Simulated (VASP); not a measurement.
Here is a VASP 6.6.1 calculation.

Contents of INCAR:

```
SYSTEM = Ti
PREC = Accurate
ENCUT = 520
EDIFF = 1E-6
ISMEAR = 0
SIGMA = 0.15
LREAL = .False.
LASPH = .True.
NELM = 60
ALGO = Fast
ISIF = 2
LWAVE = .False.
LCHARG = .True.
GGA = PS
LELF = .True.
LVHAR = .True.
NBANDS = 12
```

File KPOINTS:

```
regular mesh
0
Gamma
  26 26 26
  0 0 0
```

File POSCAR:

```
Ti
1.0
    0.0000000000      2.0279211513      1.9975023340
    2.0279211513      0.0000000000      1.9975023340
    2.0279211513      2.0279211513      0.0000000000
Ti
1
Direct
    0.0000000000      0.0000000000      0.0000000000
```

Potentials or basis: VASP PAW PBE potentials, release 64 (Ti_sv).

The run is started by

```bash
$ cat potpaw_PBE.64/Ti_sv/POTCAR > POTCAR
$ mpirun -np 1 vasp_std > vasp.out
```

(1) Estimate the pressure.

(2) What does it give for the band gap on the k mesh?

## Answers

(1) 1.5 GPa.

(2) zero (bands 6 and 7 overlap by 1.45 eV).

Caveat: the cell differs from its parent crystal (strain -0.0150 x Voigt [0, 0, 1, 0, 0, 0]); the PAW data sets were made with another functional, which shifts forces and pressure a little.
